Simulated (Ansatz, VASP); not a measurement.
# MgO: VASP beside Ansatz

INCAR

```
SYSTEM = MgO
ALGO = Normal
EDIFF = 1E-6
ENCUT = 520
GGA = PE
ISIF = 2
ISMEAR = 0
LASPH = .True.
LCHARG = .True.
LELF = .True.
LREAL = .False.
LVHAR = .True.
LWAVE = .False.
NBANDS = 16
NELM = 60
PREC = Accurate
SIGMA = 0.05
```

The input KPOINTS:

```
k-points
0
Gamma
  9 9 6
  0 0 0
```

The input POSCAR:

```
MgO
1.0
    3.6270000000      0.0000000000      0.0000000000
   -1.8135000000      3.1410741395      0.0000000000
    0.0000000000      0.0000000000      4.3242000000
Mg O
2 2
Direct
    0.6666666667      0.3333333333      0.7500000000
    0.3333333333      0.6666666667      0.2500000000
    0.6666666667      0.3333333333      0.2500000000
    0.3333333333      0.6666666667      0.7500000000
```

Input for Ansatz:

```yaml
crystal:
  lattice:
    - [3.627, 0.0, 0.0]
    - [-1.8135, 3.1410741395, 0.0]
    - [0.0, 0.0, 4.3242]
  atoms:
    - { symbol: Mg, position: [0.6666666667, 0.3333333333, 0.75] }
    - { symbol: Mg, position: [0.3333333333, 0.6666666667, 0.25] }
    - { symbol: O, position: [0.6666666667, 0.3333333333, 0.25] }
    - { symbol: O, position: [0.3333333333, 0.6666666667, 0.75] }
basis:
  ecutwfc: 520.0
kpoints:
  mp_grid: { grid: [9, 9, 6] }
hamiltonian:
  xc: pbe
  pseudopotentials: { kind: paw, azcp: { folder: soft_1 } }
scf:
  occupations: { method: gaussian, width: 0.05 }
output:
  forces: true
  stress: true
  eigenvalues: true
```

Alike in both runs: task single point; functional PBE; k mesh 9 × 9 × 6; occupations gaussian, width 0.05 eV; no spin polarisation.

```csv
,VASP,Ansatz
version,VASP 6.6.1,Ansatz 0.2.0
potentials or method,"VASP PAW PBE potentials, release 64 (Mg, O), cutoff 520 eV","scalar-relativistic, plane waves, PAW"
valence electrons in the cell,16,32
```

Ansatz gave:

```
gap on the k mesh at the Fermi level (eV)                     : 2.91
least direct gap on the mesh (eV)                             : 2.91
pressure (GPa)                                                : -8.3
traceless stress, the component that is largest in VASP (GPa) : 0.31
```

**Question.** Which values does VASP return?

**Answer.** gap on the k mesh at the Fermi level (eV): 2.89; least direct gap on the mesh (eV): 2.89; pressure (GPa): -8.9; traceless stress, the component that is largest in VASP (GPa): 0.23.

With one functional, cell and mesh, what is left measures potentials, basis and numerics. VASP's potentials hold 16 valence electrons a cell and Ansatz's 32, so a difference there can come from the potentials and not from the codes.
